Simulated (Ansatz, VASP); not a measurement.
# Sc in VASP and in Ansatz

Contents of INCAR:

```
ALGO = Normal
EDIFF = 1E-8
ENCUT = 400
GGA = PS
GGA_COMPAT = F
ISIF = 2
ISMEAR = -1
ISPIN = 2
LASPH = T
LCHARG = F
LEFG = T
LMAXMIX = 4
LORBIT = 11
LREAL = F
LWAVE = F
MAGMOM = 1 1
NBANDS = 22
NELM = 200
PREC = Accurate
SIGMA = 0.08
```

KPOINTS

```
k-points
0
Gamma
  14 14 8
```

Contents of POSCAR:

```
Sc
1.0
    3.2912249515      0.0000000000      0.0000000000
   -1.6456124757      2.8502844175      0.0000000000
    0.0000000000      0.0000000000      5.3325723900
Sc
2
Direct
    0.3333333333      0.6666666667      0.2500000000
    0.6666666667      0.3333333333      0.7500000000
```

Input for Ansatz:

```yaml
crystal:
  lattice:
    - [3.2912249515, 0.0, 0.0]
    - [-1.6456124757, 2.8502844175, 0.0]
    - [0.0, 0.0, 5.33257239]
  atoms:
    - { symbol: Sc, position: [0.3333333333, 0.6666666667, 0.25], spin: 1.0 }
    - { symbol: Sc, position: [0.6666666667, 0.3333333333, 0.75], spin: 1.0 }
magnetization:
  spin_polarized: true
kpoints:
  mp_grid: { grid: [14, 14, 8] }
  band_path:
    path:
      - [0.0, 0.0, 0.0]
      - [0.5, 0.0, 0.0]
      - [0.3333333333, 0.3333333333, 0.0]
      - [0.0, 0.0, 0.0]
      - [0.0, 0.0, 0.5]
      - [0.5, 0.0, 0.5]
      - [0.3333333333, 0.3333333333, 0.5]
      - [0.0, 0.0, 0.5]
      - [0.5, 0.0, 0.5]
    npoints: 8
scf:
  occupations: { method: fermi_dirac, width: 0.08 }
hamiltonian:
  xc: pbesol
  pseudopotentials: { kind: paw }
output:
  forces: true
  stress: true
  eigenvalues: true
  efg: { contact_densities: true }
  populations: true
  bader: true
  dos: { projected: true, de: 0.2, e_range: [-14, 8] }
```

Alike in both runs: task electric field gradients; functional PBEsol; k mesh 14 × 14 × 8; occupations fermi-dirac, width 0.08 eV; collinear spin.

|  | VASP | Ansatz |
| --- | --- | --- |
| version | VASP 6.6.1 | Ansatz 0.2.0 |
| potentials or method | VASP PAW PBE potentials, release 64 (Sc_sv) | PAW with Ansatz's default frozen-core files, scalar-relativistic |
| plane-wave cutoff (eV) | 400 | 420 |
| valence electrons in the cell | 22 | 22 |

VASP gave:

- pressure (GPa): -2.8
- traceless stress, the component that is largest in VASP (GPa): -1.75
- net moment per atom (μB): 0.00
- size of Vzz on the site where it differs most (V/Å²): 6.0

Task: Estimate Ansatz's values.

Result: Pressure (GPa): -2.7; traceless stress, the component that is largest in VASP (GPa): -1.75; net moment per atom (μB): 0.00; size of Vzz on the site where it differs most (V/Å²): 5.6.

VASP's potentials were made for PBE, not for PBEsol. Ansatz's warnings: seeded moment not kept.
